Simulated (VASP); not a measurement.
## Ca: electric field gradients with PBE

Crystal: Ca.

```
Ca
1.0
     3.98000    0.00000    0.00000
    -1.99000    3.44678    0.00000
     0.00000    0.00000    6.52000
Ca
2
Direct
  0.38938 0.70770 0.25000
  0.66667 0.33333 0.75000
```

This cell differs from its parent crystal: atom 1 (Ca) moved by [0.141421, 0.141421, 0.0] A.

```json
{"Program": "VASP 6.6.1", "Task": "electric field gradients", "Functional": "PBE", "Potentials or basis": "VASP PAW PBE potentials, release 64 (Ca_sv)", "Cutoff": "520 eV", "k mesh": "11 × 11 × 6", "Occupations": "fermi-dirac, width 0.08 eV", "Spin": "no spin polarisation", "Dipole correction": "no", "Further INCAR settings": "ALGO = Normal; EDIFF = 1e-08; NBANDS = 17"}
```

The pressure is -0.8 GPa. The largest force is 0.063 eV/Å and the band gap on the k mesh is zero (band 10 reaches 1.99 eV, above the bottom of band 11 at 1.53 eV).

Forces on the atoms (eV/Å):
```
Ca  -0.037 -0.050  0.000
Ca   0.037  0.050  0.000
```

Stress tensor (GPa, compression positive):
```
-1.09 -0.23  0.00
-0.23 -0.65  0.00
 0.00  0.00 -0.73
```

Levels at points of the mesh, in eV from the Fermi level:
```tsv
k point	band 7	band 8	band 9	band 10	band 11	band 12	band 13	band 14
(0.00, 0.00, 0.00)	-23.10	-23.10	-3.96	-1.02	-0.25	2.14	2.18	2.26
(0.00, 0.00, 0.50)	-23.11	-23.11	-2.99	-2.99	1.35	1.35	2.19	2.19
```

Electric field gradients, principal values (V/Å²):
```tsv
atom	least	middle	greatest (by size)
1 Ca	0.140	2.635	-2.775
2 Ca	0.140	2.635	-2.775
```

It took 4.9 min on 1 thread of Oxide Virtual Turin-like Processor, with other jobs on the host, peak memory 0.39 GiB.

Caveat: the cell differs from its parent crystal (atom 1 (Ca) moved by [0.141421, 0.141421, 0.0] A); without QUAD_EFG the Cq values of the log hold for a quadrupole moment of 1 mb, not for the nuclei.
